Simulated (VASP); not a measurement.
Crystal: VAu.

```xyz
2
Lattice="1.4104 0.8143 4.6111 -1.4104 0.8143 4.6111 0.0000 -1.6286 4.6111" Properties=species:S:1:pos:R:3 pbc="T T T"
V     0.0000    0.0000    6.9166
Au    0.0000    0.0000    0.0000
```

Base run:

* Program: VASP 6.6.1
* Functional: PBEsol
* Potentials or basis: VASP PAW PBE potentials, release 64 (V_sv, Au)
* Cutoff: 500 eV
* k mesh: 14 × 14 × 14
* Occupations: fermi-dirac, width 0.05 eV
* Spin: collinear spin, ferromagnetic start
* Starting moments: [0.6, 0.0] μB
* Fixed moment: 0.6 μB

Its results: pressure -8.8 GPa; site moments V +0.47; Au +0.05 μB.

Task: The run is repeated on the same cell with these changes: fixed moment from 0.6 μB to 0.9 μB; moments at the start from [0.6, 0.0] to [0.9, 0.0]. What comes out?

Result: Pressure -8.0 GPa; site moments V +0.71; Au +0.06 μB.

Caveats: the cell stands under tension; the PAW data sets were made with another functional, which shifts forces and pressure a little; the total moment is fixed, so each spin has its own Fermi level and the state may be an excited one.
